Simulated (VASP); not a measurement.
Here is a VASP 6.6.1 calculation.

Contents of INCAR:

```
SYSTEM = NaHfO
  ALGO = Normal
  EDIFF = 1E-6
  ENCUT = 520
  GGA = PE
  ISIF = 2
  ISMEAR = 0
  LASPH = .TRUE.
  LCHARG = .FALSE.
  LREAL = .FALSE.
  LWAVE = .FALSE.
  NBANDS = 18
  NELM = 100
  PREC = Accurate
  SIGMA = 0.1
```

File KPOINTS:

```
k-points
0
G
  6 6 6
  0 0 0
```

File POSCAR:

```
NaHfO
1.0
    3.4834407258      0.0000000000      0.0000000000
    0.0000000000      3.4834407258      0.0000000000
    0.0000000000      0.0000000000      4.1495640103
Na Hf O
1 1 1
Direct
    0.0000000000      0.0000000000      0.0000000000
    0.5000000000      0.5000000000      0.5000000000
    0.5000000000      0.5000000000      0.0000000000
```

Potentials or basis: VASP PAW PBE potentials, release 64 (Na_pv, Hf_pv, O).

The run is started by

```sh
$ cat potpaw_PBE.64/Na_pv/POTCAR potpaw_PBE.64/Hf_pv/POTCAR potpaw_PBE.64/O/POTCAR > POTCAR
$ mpirun -np 1 vasp_std > vasp.out
```

Task: Estimate the pressure.

Result: -0.6 GPa.

Stress tensor (GPa, compression positive):
```
-0.12  0.00  0.00
 0.00 -0.12  0.00
 0.00  0.00 -1.62
```

Caveat: an odd number of electrons without spin polarisation forces a metal; a magnetic or distorted state may lie lower.
